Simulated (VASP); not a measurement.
Input of a VASP 6.6.1 run:

INCAR

```
SYSTEM = CuI
  PREC = Accurate
  ENCUT = 520
  EDIFF = 1E-6
  ISMEAR = 0
  SIGMA = 0.01
  LREAL = .False.
  LASPH = .True.
  NELM = 100
  ALGO = Normal
  ISIF = 2
  LWAVE = .False.
  LCHARG = .False.
  NBANDS = 26
```

The input KPOINTS:

```
Automatic mesh
0
Gamma
  4 4 4
  0 0 0
```

File POSCAR:

```
CuI
1.0
    3.3237881580     -3.4548458178      0.0000000000
    3.3237881580      3.4548458178      0.0000000000
    0.0000000000      0.0000000000      4.2317496230
Cu I
2 2
Direct
    0.4146776593      0.5853223407      0.7500000000
    0.5853223407      0.4146776593      0.2500000000
    0.7858955683      0.2141044317      0.7500000000
    0.2141044317      0.7858955683      0.2500000000
```

Potentials or basis: VASP PAW LDA potentials, release 64 (Cu, I).

Launch:

```console
$ cat potpaw_LDA.64/Cu/POTCAR potpaw_LDA.64/I/POTCAR > POTCAR
$ mpirun -np 1 vasp_std > vasp.out
```

Question: Estimate the pressure.

Answer: 0.4 GPa.

Question: Estimate the largest force.

Answer: 0.021 eV/Å.

Question: Estimate the band gap on the k mesh.

Answer: 0.84 eV.

Stress tensor (GPa, compression positive):
```
-0.18  0.00  0.00
 0.00  0.30  0.00
 0.00  0.00  1.16
```

Caveat: spin-orbit coupling is left out, which moves the levels of the heavy elements. A k mesh can miss the band edges.
